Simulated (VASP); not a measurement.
# BaTiO3 (R3m) in VASP: notebook, part 2 of 2

VASP 6.6.1. Earlier steps stand in the parts before.

### 3 Single point, r2SCAN (atom 1 (Ba) moved +0.300 Å towards its neighbour atom 2 (Ti) at 3.403 Å)

Input file POSCAR:

```
BaTiO3
1.0
    2.8400536833      1.6397057586      2.3314328269
   -2.8400536833      1.6397057586      2.3314328269
    0.0000000000     -3.2794115171      2.3314328269
Ba Ti O
1 1 3
Direct
   -0.0401069743     -0.0401069743     -0.0401069743
    0.5162478494      0.5162478494      0.5162478494
    0.4897536543      0.4897536543      0.9801597377
    0.4897536543      0.9801597377      0.4897536543
    0.9801597377      0.4897536543      0.4897536543
```

Input file INCAR.step1:

```
SYSTEM = BaTiO3
  ALGO = Normal
  EDIFF = 1E-5
  ENCUT = 1480
  GGA = PE
  GGA_COMPAT = .FALSE.
  ISMEAR = 0
  LASPH = .TRUE.
  LCHARG = .FALSE.
  LREAL = .FALSE.
  LWAVE = .TRUE.
  NBANDS = 28
  NELM = 120
  PREC = Accurate
  SIGMA = 0.05
```

Input file INCAR.step2:

```
SYSTEM = BaTiO3
  ALGO = Normal
  EDIFF = 1E-6
  ENCUT = 1480
  GGA_COMPAT = .FALSE.
  ISIF = 2
  ISMEAR = 0
  ISTART = 1
  LASPH = .TRUE.
  LCHARG = .FALSE.
  LMIXTAU = .TRUE.
  LREAL = .FALSE.
  LWAVE = .FALSE.
  METAGGA = R2SCAN
  NBANDS = 28
  NELM = 120
  PREC = Accurate
  SIGMA = 0.05
```

Input file KPOINTS:

```
k-points
0
G
  6 6 6
  0 0 0
```

Potentials or basis: VASP PAW PBE potentials, release 64 (Ba_sv, Ti_sv, O_h).

Launch:

```console
> cat potpaw_PBE.64/Ba_sv/POTCAR potpaw_PBE.64/Ti_sv/POTCAR potpaw_PBE.64/O_h/POTCAR > POTCAR
> cp INCAR.step1 INCAR
> mpirun -np 1 vasp_std > vasp.out
> cp INCAR.step2 INCAR
> mpirun -np 1 vasp_std > vasp.out
```

OUTCAR:

```text
SYSTEM = BaTiO3
   EDIFF = 1E-6
   ENCUT = 1480
   ISIF = 2
   ISMEAR = 0
   ISTART = 1
   LASPH = .TRUE.
   LREAL = .FALSE.
   METAGGA = R2SCAN
   NELM = 120
   PREC = Accurate

 ion  position               nearest neighbor table
   1  0.960  0.960  0.960-   4 2.68   5 2.68   3 2.68   5 2.85   4 2.85   3 2.85   3 2.85   5 2.85
                             4 2.85   5 3.02   4 3.02   3 3.02   2 3.10   2 3.37   2 3.37   2 3.37
   2  0.516  0.516  0.516-   3 1.87   4 1.87   5 1.87   3 2.16   4 2.16   5 2.16   1 3.10   1 3.37
[... 953 lines left out ...]
  -------------------------------------------------------------------------------------
  Total        0.8986443      0.8986443      2.8006205      0.0000000      0.0000000      0.0000000
  in kB       22.1020093     22.1020093     68.8808053      0.0000000      0.0000000      0.0000000
  external PRESSURE =      37.6949413 kB  Pullay stress =       0.0000000 kB

 VOLUME and BASIS-vectors are now :
 -----------------------------------------------------------------------------
  energy-cutoff  :     1480.00
  volume of cell :       65.14
      direct lattice vectors                 reciprocal lattice vectors
     2.840053683  1.639705759  2.331432827     0.176053010  0.101644253  0.142973595
    -2.840053683  1.639705759  2.331432827    -0.176053010  0.101644253  0.142973595
     0.000000000 -3.279411517  2.331432827     0.000000000 -0.203288506  0.142973595

 POSITION                                       TOTAL-FORCE (eV/Angst)
 -----------------------------------------------------------------------------------
      0.00000      0.00000      6.71378        -0.000000      0.000000      2.199741
      0.00000      0.00000      3.61079        -0.000000     -0.000000     -1.375152
      0.00000     -1.60824      4.56883        -0.000000     -0.043553     -0.274863
     -1.39278      0.80412      4.56883        -0.037718      0.021776     -0.274863
      1.39278      0.80412      4.56883         0.037718      0.021776     -0.274863
 -----------------------------------------------------------------------------------
    total drift:                               -0.000000     -0.000000     -0.000792

  FREE ENERGIE OF THE ION-ELECTRON SYSTEM (eV)
  ---------------------------------------------------
  free  energy   TOTEN  =       -74.0110346915 eV

  energy  without entropy=      -74.0110346915  energy(sigma->0) =      -74.01103469
```

Run time: 19 min. Hardware: 1 thread of Intel Xeon Platinum 8488C (Sapphire Rapids), shared host; peak memory 0.58 GiB.

Results:

* Free energy: -74.0110 eV
* Pressure: 3.8 GPa
* Largest force: 2.200 eV/Å
* Band gap on the k mesh: 2.81 eV (least direct gap 3.29 eV)

Forces on the atoms (eV/Å):
```
Ba   0.000  0.000  2.200
Ti   0.000  0.000 -1.375
O    0.000 -0.044 -0.275
O   -0.038  0.022 -0.275
O    0.038  0.022 -0.275
```

Stress tensor (GPa, compression positive):
```
2.21 0.00 0.00
0.00 2.21 0.00
0.00 0.00 6.89
```

Caveat: the cell differs from its parent crystal (atom 1 (Ba) moved +0.300 Å towards its neighbour atom 2 (Ti) at 3.403 Å); the cell stands under pressure; the PAW data sets were made with another functional, which shifts forces and pressure a little; spin-orbit coupling is left out, which moves the levels of the heavy elements. A k mesh can miss the band edges.

### 4 Single point, r2SCAN (atom 1 (Ba) moved -0.600 Å towards its neighbour atom 2 (Ti) at 3.403 Å)

POSCAR, as its differences from that of step 3:

```diff
@@ -8,3 +8,3 @@
 Direct
-   -0.0401069743     -0.0401069743     -0.0401069743
+    0.0885692614      0.0885692614      0.0885692614
     0.5162478494      0.5162478494      0.5162478494
```

Input file INCAR.step1:

```
ALGO = Normal
EDIFF = 1E-5
ENCUT = 1480
GGA = PE
GGA_COMPAT = F
ISMEAR = 0
LASPH = T
LCHARG = F
LREAL = F
LWAVE = T
NBANDS = 28
NELM = 120
PREC = Accurate
SIGMA = 0.05
```

Input file INCAR.step2:

```
ALGO = Normal
EDIFF = 1E-6
ENCUT = 1480
GGA_COMPAT = F
ISIF = 2
ISMEAR = 0
ISTART = 1
LASPH = T
LCHARG = F
LMIXTAU = T
LREAL = F
LWAVE = F
METAGGA = R2SCAN
NBANDS = 28
NELM = 120
PREC = Accurate
SIGMA = 0.05
```

Input file KPOINTS:

```
k-points
0
Gamma
  6 6 6
```

Launch:

```console
> cat potpaw_PBE.64/Ba_sv/POTCAR potpaw_PBE.64/Ti_sv/POTCAR potpaw_PBE.64/O_h/POTCAR > POTCAR
> cp INCAR.step1 INCAR
> mpirun -np 1 vasp_std > vasp.out
> cp INCAR.step2 INCAR
> mpirun -np 1 vasp_std > vasp.out
```

Run time: 8.1 min. Hardware: 1 thread of Intel Xeon 6975P-C (Granite Rapids), shared host; peak memory 0.58 GiB.

It converged, with:

```
Free energy            : -72.5314 eV
Pressure               : 16.1 GPa
Largest force          : 7.336 eV/Å
Band gap on the k mesh : 2.80 eV (least direct gap 3.18 eV)
```

Forces in eV/Å, atoms in the order of the input:
```
Ba   0.000  0.000 -7.336
Ti   0.000  0.000  2.454
O    0.000  1.055  1.627
O    0.914 -0.528  1.627
O   -0.914 -0.528  1.627
```

Stress tensor (GPa, compression positive):
```
10.85  0.00  0.00
 0.00 10.85  0.00
 0.00  0.00 26.52
```

Levels at points of the mesh, in eV from the valence-band top:
```tsv
k point	band 17	band 18	band 19	band 20	band 21	band 22	band 23	band 24
(0.00, 0.00, 0.00)	-1.07	-0.68	-0.68	-0.59	2.80	2.80	3.14	4.73
(0.50, 0.00, 0.00)	-1.27	-1.22	-1.05	-0.70	2.90	3.91	4.22	4.69
(0.50, 0.50, 0.00)	-1.78	-0.79	-0.36	-0.02	4.03	4.08	4.57	5.20
(0.50, 0.50, 0.50)	-1.71	-0.38	-0.38	0.00	4.44	4.77	4.77	7.79
```

Caveat: the cell differs from its parent crystal (atom 1 (Ba) moved -0.600 Å towards its neighbour atom 2 (Ti) at 3.403 Å); the stress differs along the axes, from 11 to 27 GPa; the PAW data sets were made with another functional, which shifts forces and pressure a little; spin-orbit coupling is left out, which moves the levels of the heavy elements. A k mesh can miss the band edges.

### 5 Summary

```tsv
cell	gap on the mesh (eV)	pressure (GPa)	largest force (eV/Å)
as given, atomic positions A	2.83	2.1	0.99
as given, atomic positions B	2.81	3.8	2.20
as given, atomic positions C	2.80	16.1	7.34
```

Alike in all rows: task single point; level r2SCAN; potentials or basis VASP PAW PBE potentials, release 64 (Ba_sv, Ti_sv, O_h); no spin polarisation; k mesh 6 × 6 × 6; cutoff (eV) 1480; smearing gaussian 0.05 eV.

Caveats: the PAW data sets were made with another functional, which shifts forces and pressure a little; spin-orbit coupling is left out, which moves the levels of the heavy elements; the cell stands under pressure (at least some runs); the stress differs along the axes, from 11 to 27 GPa (at least some runs).

Total energies depend on the potentials used, so only differences within one code and one set of settings carry meaning.
